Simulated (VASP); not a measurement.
# Mo (Im-3m) in VASP: a series of runs, part 2 of 2

VASP 6.6.1. The steps go on from the part before.

**3. Single point, PBE+D3(BJ)**

Contents of INCAR:

```
PREC     = Accurate       # precision mode
ENCUT    = 500            # plane-wave cutoff, eV
EDIFF    = 1E-6           # SCF threshold, eV
ISMEAR   = 0              # smearing method
SIGMA    = 0.1            # smearing width, eV
LREAL    = F              # projectors in reciprocal space
LASPH    = T              # aspherical terms in the spheres
NELM     = 120            # most SCF steps
ALGO     = Normal         # electronic algorithm
ISIF     = 2              # what is computed and relaxed
LWAVE    = F              # write WAVECAR
LCHARG   = F              # write CHGCAR
GGA      = PE             # functional
IVDW     = 12             # dispersion correction
NBANDS   = 13             # bands
GGA_COMPAT= F
```

Contents of KPOINTS:

```
Automatic mesh
0
Gamma
  18 18 18
```

Contents of POSCAR:

```
Mo
1.0
   -1.5651315715      1.5651315715      1.5651315715
    1.5651315715     -1.5651315715      1.5651315715
    1.5651315715      1.5651315715     -1.5651315715
Mo
1
Direct
    0.0000000000      0.0000000000      0.0000000000
```

Potentials or basis: VASP PAW PBE potentials, release 64 (Mo_sv).

Started as:

```
$ cat potpaw_PBE.64/Mo_sv/POTCAR > POTCAR
$ mpirun -np 1 vasp_std > vasp.out
```

OUTCAR:

```text
PREC = Accurate
   ENCUT = 500
   EDIFF = 1E-6
   ISMEAR = 0
   LREAL = F
   LASPH = T
   NELM = 120
   ISIF = 2
   GGA = PE
   IVDW = 12
 IVDW          = 12

 ion  position               nearest neighbor table
   1  0.000  0.000  0.000-

  LATTYP: Found a body centered cubic cell.
 ALAT       =     3.1302631430

  Lattice vectors:

 A1 = (  -1.5651315715,   1.5651315715,   1.5651315715)
 A2 = (   1.5651315715,  -1.5651315715,   1.5651315715)
 A3 = (   1.5651315715,   1.5651315715,  -1.5651315715)

Analysis of symmetry for initial positions (statically):
=====================================================================
 Subroutine PRICEL returns:
 Original cell was already a primitive cell.

 Routine SETGRP: Setting up the symmetry group for a
 body centered cubic supercell.

 Subroutine GETGRP returns: Found 48 space group operations
 (whereof 48 operations were pure point group operations)
 out of a pool of 48 trial point group operations.

The static configuration has the point symmetry O_h .

Analysis of symmetry for dynamics (positions and initial velocities):
=====================================================================
 Subroutine PRICEL returns:
 Original cell was already a primitive cell.

 Routine SETGRP: Setting up the symmetry group for a
 body centered cubic supercell.

 Subroutine GETGRP returns: Found 48 space group operations
 (whereof 48 operations were pure point group operations)
 out of a pool of 48 trial point group operations.

The dynamic configuration has the point symmetry O_h .

 Subroutine INISYM returns: Found 48 space group operations
 (whereof 48 operations are pure point group operations),
 and found     1 'primitive' translations

----------------------------------------------------------------------------------------

                                     Primitive cell

  volume of cell :      15.3360

  direct lattice vectors                    reciprocal lattice vectors
    -1.565131572  1.565131572  1.565131572     0.000000000  0.319461960  0.319461960
     1.565131572 -1.565131572  1.565131572     0.319461960  0.000000000  0.319461960
[... 113 lines left out ...]
   LRPA    =     F    only Hartree local field effects (RPA)
 non-spin polarized calculation
 Gauss-broadening in eV      SIGMA  =   0.10
  energy-cutoff  :      500.00
  volume of cell :       15.34
 maximum number of plane-waves:       402
   NGX =  9   NGY =  9   NGZ =  9

 number of electron      13.9999998 magnetization

 Free energy of the ion-electron system (eV)
  ---------------------------------------------------
  ext. energy  EPLUGINS =         0.00000000
  ---------------------------------------------------
  free energy    TOTEN  =       -10.92241093 eV

  energy without entropy =      -10.92010216  energy(sigma->0) =      -10.92125655

 E-fermi :  12.9285     XC(G=0): -13.4987

 val. band max:       12.9227770482   @ k =  -0.3889   0.4444   0.2778
 cond. band min:      12.9431000979   @ k =   0.3889   0.1111   0.0000
 fundamental gap:      0.0203230497
 Fermi energy:        12.9284628301

 k-point     1 :       0.0000    0.0000    0.0000
  band No.  band energies     occupation
      1     -48.3809      2.00000
      2     -21.6016      2.00000
      3     -21.6016      2.00000
      4     -21.6016      2.00000
      5       5.6058      2.00000
      6      11.5020      2.00000
      7      11.5020      2.00000
      8      11.5020      2.00000
      9      14.5995      0.00000
     10      14.5995      0.00000
     11      27.7638      0.00000
     12      27.7638      0.00000
     13      27.7638      0.00000
[... 354 lines left out ...]
  band No.  band energies     occupation
      1     -48.0949      2.00000
      2     -22.9962      2.00000
      3     -22.1159      2.00000
      4     -21.6792      2.00000
      5       7.8884      2.00000
      6       9.5737      2.00000
      7      12.9431      0.83601
      8      14.5078      0.00000
      9      15.6830      0.00000
     10      18.4396      0.00000
     11      24.8784      0.00000
     12      25.7873      0.00000
     13      30.1692      0.00000

 [... further k-points ...]

------------------------ aborting loop because EDIFF is reached ----------------------------------------

 Edisp (eV)   -0.72824

 E8    (eV) :    -0.3433

  FORCE on cell =-STRESS in cart. coord.  units (eV):
  Direction    XX          YY          ZZ          XY          YZ          ZX
  --------------------------------------------------------------------------------------
  -------------------------------------------------------------------------------------
  Total       0.05722     0.05722     0.05722     0.00000     0.00000    -0.00000
  in kB       5.97831     5.97831     5.97831     0.00000     0.00000    -0.00000
  external pressure =        5.98 kB  Pullay stress =        0.00 kB

 VOLUME and BASIS-vectors are now :
 -----------------------------------------------------------------------------
  energy-cutoff  :      500.00
  volume of cell :       15.34
      direct lattice vectors                 reciprocal lattice vectors
    -1.565131572  1.565131572  1.565131572     0.000000000  0.319461960  0.319461960
     1.565131572 -1.565131572  1.565131572     0.319461960  0.000000000  0.319461960
     1.565131572  1.565131572 -1.565131572     0.319461960  0.319461960  0.000000000

 POSITION                                       TOTAL-FORCE (eV/Angst)
 -----------------------------------------------------------------------------------
      0.00000      0.00000      0.00000         0.000000     -0.000000     -0.000000
 -----------------------------------------------------------------------------------
    total drift:                                0.000000     -0.000000     -0.000000

  FREE ENERGIE OF THE ION-ELECTRON SYSTEM (eV)
  ---------------------------------------------------
  free  energy   TOTEN  =       -11.6506473996 eV

  energy  without entropy=      -11.6483386260  energy(sigma->0) =      -11.64949301
```

OSZICAR:

```text
N       E                     dE             d eps       ncg     rms          rms(c)
DAV:   1     0.895959536208E+02    0.89596E+02   -0.78881E+03  5155   0.107E+03
DAV:   2    -0.104494389239E+02   -0.10005E+03   -0.96159E+02  5845   0.306E+02
DAV:   3    -0.115573403045E+02   -0.11079E+01   -0.11046E+01  5730   0.322E+01
DAV:   4    -0.115597851094E+02   -0.24448E-02   -0.24448E-02  5610   0.185E+00
DAV:   5    -0.115598004468E+02   -0.15337E-04   -0.15339E-04  5820   0.130E-01    0.154E+01
DAV:   6    -0.110053472186E+02    0.55445E+00   -0.68122E-01  5200   0.102E+01    0.437E+00
DAV:   7    -0.109261098371E+02    0.79237E-01   -0.14342E-01  5635   0.447E+00    0.900E-01
DAV:   8    -0.109223371811E+02    0.37727E-02   -0.38463E-03  5250   0.791E-01    0.184E-01
DAV:   9    -0.109224026745E+02   -0.65493E-04   -0.83801E-05  5935   0.112E-01    0.841E-02
DAV:  10    -0.109224104637E+02   -0.77892E-05   -0.12263E-05  5260   0.416E-02    0.706E-03
DAV:  11    -0.109224109320E+02   -0.46824E-06   -0.10423E-07  2980   0.359E-03
   1 F= -.11650647E+02 E0= -.11649493E+02  d E =-.230877E-02
```

It took 13 s on 1 thread of Intel Xeon 6975P-C (Granite Rapids), shared host; peak memory 0.16 GiB.

Results:

```
Free energy                : -11.6506 eV
Pressure                   : 0.6 GPa
Band gap on the k mesh     : zero (band 7 reaches 16.99 eV, above the bottom of band 8 at 11.50 eV)
Dispersion energy per atom : -0.728 eV
```

Levels at points of the mesh, in eV from the Fermi level:
| k point | band 5 | band 6 | band 7 | band 8 | band 9 | band 10 |
| --- | --- | --- | --- | --- | --- | --- |
| (0.00, 0.00, 0.00) | -7.32 | -1.43 | -1.43 | -1.43 | 1.67 | 1.67 |
| (0.50, 0.00, 0.00) | -5.47 | -3.52 | 1.68 | 1.71 | 2.36 | 4.85 |
| (0.50, 0.50, 0.50) | -5.61 | -5.61 | 4.07 | 4.07 | 4.07 | 9.19 |

Caveat: pairwise dispersion overbinds metals, which lowers pressure and volume.
